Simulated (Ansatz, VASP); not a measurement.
## WS2 in VASP and in Ansatz

Contents of INCAR:

```
SYSTEM = WS2
  PREC = Accurate
  ENCUT = 520
  EDIFF = 1E-6
  ISMEAR = 0
  SIGMA = 0.05
  LREAL = .False.
  LASPH = .True.
  NELM = 60
  ALGO = Normal
  ISIF = 2
  LWAVE = .False.
  LCHARG = .False.
  GGA = PS
  NBANDS = 20
```

Contents of KPOINTS:

```
Automatic mesh
0
Gamma
  12 12 2
  0 0 0
```

POSCAR

```
WS2
1.0
    3.1457762248      0.0000000000      0.0000000000
   -1.5728881124      2.7243221253      0.0000000000
    0.0000000000      0.0000000000     16.9534210846
W S
1 2
Direct
    0.2881092096      0.7033730455      0.0000000000
    0.6666666667      0.3333333333      0.9075761491
    0.6666666667      0.3333333333      0.0924238509
```

Input for Ansatz:

```yaml
crystal:
  lattice:
    - [3.1457762248, 0.0, 0.0]
    - [-1.5728881124, 2.7243221253, 0.0]
    - [0.0, 0.0, 16.9534210846]
  atoms:
    - { symbol: W, position: [0.2881092096, 0.7033730455, 0.0] }
    - { symbol: S, position: [0.6666666667, 0.3333333333, 0.9075761491] }
    - { symbol: S, position: [0.6666666667, 0.3333333333, 0.0924238509] }
basis:
  ecutwfc: 420
kpoints:
  mp_grid: { grid: [12, 12, 2] }
hamiltonian:
  xc: pbesol
scf:
  occupations: { method: gaussian, width: 0.05 }
output:
  forces: true
  stress: true
  eigenvalues: true
```

Alike in both runs: task single point; functional PBEsol; k mesh 12 × 12 × 2; occupations gaussian, width 0.05 eV; no spin polarisation.

|  | VASP | Ansatz |
| --- | --- | --- |
| version | VASP 6.6.1 | Ansatz 0.2.0 |
| potentials or method | VASP PAW PBE potentials, release 64 (W_sv, S), cutoff 520 eV | scalar-relativistic, plane waves, PAW |
| valence electrons in the cell | 26 | 26 |

|  | VASP | Ansatz | Ansatz less VASP |
| --- | --- | --- | --- |
| gap on the k mesh at the Fermi level (eV) | 1.65 | 1.65 | +0.001 |
| least direct gap on the mesh (eV) | 1.89 | 1.88 | -0.005 |
| rms of the force components (eV/Å) | 1.850 | 1.846 | -0.0039 |

VASP's potentials were made for PBE, not for PBEsol. Atom by atom the forces differ by 0.011 eV/Å (rms over components).

Spin-orbit coupling is off throughout.
